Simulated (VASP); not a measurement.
**Be: single point with PBE+D3(BJ)**

The system is Be.

```
Be
1.0
     6.98264    0.00000    0.00000
    -3.49132    6.04715    0.00000
     0.00000    0.00000    7.29453
Be
36
Direct
  0.00242 0.98647 0.98266
  0.09205 0.18948 0.20255
  0.02403 0.05368 0.48096
  0.12594 0.24631 0.76163
  0.96541 0.34826 0.00681
  0.09614 0.53766 0.29504
  0.04201 0.34969 0.49615
  0.10031 0.55699 0.76858
  0.98830 0.64167 0.99039
  0.12259 0.85741 0.28451
  0.96815 0.61216 0.55310
  0.11674 0.84377 0.73589
  0.33119 0.01713 0.01874
  0.45957 0.20944 0.25601
  0.36254 0.00817 0.52283
  0.37685 0.16894 0.72879
  0.29257 0.32893 0.98330
  0.47532 0.54477 0.23164
  0.31008 0.34294 0.49826
  0.46672 0.59228 0.75851
  0.32680 0.65191 0.02248
  0.41898 0.86270 0.27167
  0.36952 0.69866 0.51484
  0.43784 0.89857 0.81000
  0.60470 0.01416 0.03638
  0.75088 0.19232 0.24088
  0.68388 0.02889 0.53496
  0.82030 0.25309 0.74416
  0.66345 0.40249 0.05213
  0.76472 0.54621 0.28945
  0.66843 0.34400 0.51101
  0.79650 0.58029 0.77354
  0.67940 0.68270 0.97978
  0.75697 0.87891 0.20927
  0.67233 0.73984 0.48649
  0.82648 0.92392 0.71528
```

| Quantity | Value |
| --- | --- |
| Program | VASP 6.6.1 |
| Task | single point |
| Functional | PBE |
| Dispersion | D3(BJ) |
| Potentials or basis | VASP PAW PBE potentials, release 64 (Be) |
| Cutoff | 520 eV |
| k mesh | 2 × 2 × 2 |
| Occupations | fermi-dirac, width 0.24 eV |
| Spin | no spin polarisation |
| Dipole correction | no |
| Further INCAR settings | LREAL = Auto; ALGO = Normal; EDIFF = 1e-07; NBANDS = 60 |

```json
{"Pressure": "-4.8 GPa", "Largest force": "3.079 eV/Å", "Band gap on the k mesh": "zero (bands 36 and 37 overlap by 0.37 eV)", "Dispersion energy per atom": "-0.327 eV"}
```

Forces on the atoms (eV/Å):
```
Be   0.029 -0.128 -0.646
Be  -0.133  0.857  2.138
Be   0.177 -1.744  0.104
Be  -1.257 -0.228 -1.601
Be   1.284 -1.074  0.216
Be  -0.068  0.934 -2.214
Be  -1.887 -0.808  1.478
Be   2.002 -0.521  0.404
Be   0.012  1.953  2.194
Be  -1.236  0.581 -0.499
Be   0.103  0.278 -3.065
Be  -0.810  2.089  1.010
Be  -1.266 -0.559 -0.243
Be  -1.079 -0.007  0.827
Be  -0.117 -0.687 -1.705
Be   0.157  1.984  2.173
Be   1.935  0.536  0.840
Be  -0.786 -0.181  0.274
Be   2.477  0.731 -0.246
Be   0.028 -0.832 -0.597
Be  -0.549  0.385 -0.269
Be   1.008  0.903 -0.073
Be  -1.633 -1.088  0.618
Be   0.108 -0.232 -2.372
Be   1.806  0.208 -0.981
Be   0.724  1.594  1.826
Be  -0.717 -0.096 -1.184
Be  -1.064 -0.398  0.125
Be   0.464 -2.373 -1.848
Be   0.874  1.340  0.102
Be  -0.497 -1.160  0.744
Be  -1.131 -0.767 -0.580
Be  -0.530  0.753  0.418
Be   0.399  0.457  1.102
Be   1.581 -1.889 -0.242
Be  -0.407 -0.813  1.773
```

Stress tensor (GPa, compression positive):
```
-6.47  0.30  1.53
 0.30 -4.02  2.30
 1.53  2.30 -3.86
```

Levels at points of the mesh, in eV from the Fermi level:
| k point | band 32 | band 33 | band 34 | band 35 | band 36 | band 37 | band 38 | band 39 | band 40 | band 41 |
| --- | --- | --- | --- | --- | --- | --- | --- | --- | --- | --- |
| (0.00, 0.00, 0.00) | -0.50 | -0.42 | -0.24 | -0.14 | -0.10 | 0.06 | 0.23 | 0.41 | 0.51 | 0.63 |
| (0.50, 0.00, 0.00) | -1.14 | -0.89 | -0.56 | -0.28 | -0.17 | 0.74 | 0.90 | 1.00 | 1.20 | 1.52 |
| (0.00, 0.50, 0.00) | -1.03 | -0.74 | -0.60 | -0.36 | -0.06 | 0.66 | 1.06 | 1.07 | 1.19 | 1.41 |
| (0.50, 0.50, 0.00) | -1.19 | -0.84 | -0.45 | -0.22 | -0.04 | 0.40 | 0.56 | 0.83 | 1.19 | 1.39 |
| (0.00, 0.00, 0.50) | -1.29 | -1.23 | -1.10 | -0.92 | -0.66 | -0.40 | -0.22 | -0.06 | 0.10 | 2.11 |
| (0.50, 0.00, 0.50) | -1.40 | -1.28 | -1.19 | -0.91 | -0.79 | 0.84 | 1.12 | 1.26 | 1.57 | 1.84 |
| (0.00, 0.50, 0.50) | -1.33 | -1.30 | -1.15 | -0.84 | -0.72 | 0.96 | 1.25 | 1.37 | 1.45 | 1.65 |
| (0.50, 0.50, 0.50) | -1.49 | -1.13 | -1.10 | -0.96 | -0.58 | 0.90 | 1.20 | 1.39 | 1.49 | 1.65 |

It took 6 min on 1 thread of Intel Xeon 8259CL (shared host), peak memory 0.42 GiB.

Caveat: the k points lie up to 0.52 Å⁻¹ apart; forces of over 1 eV/Å act on the atoms, so gaps and moduli don't describe the material at rest.
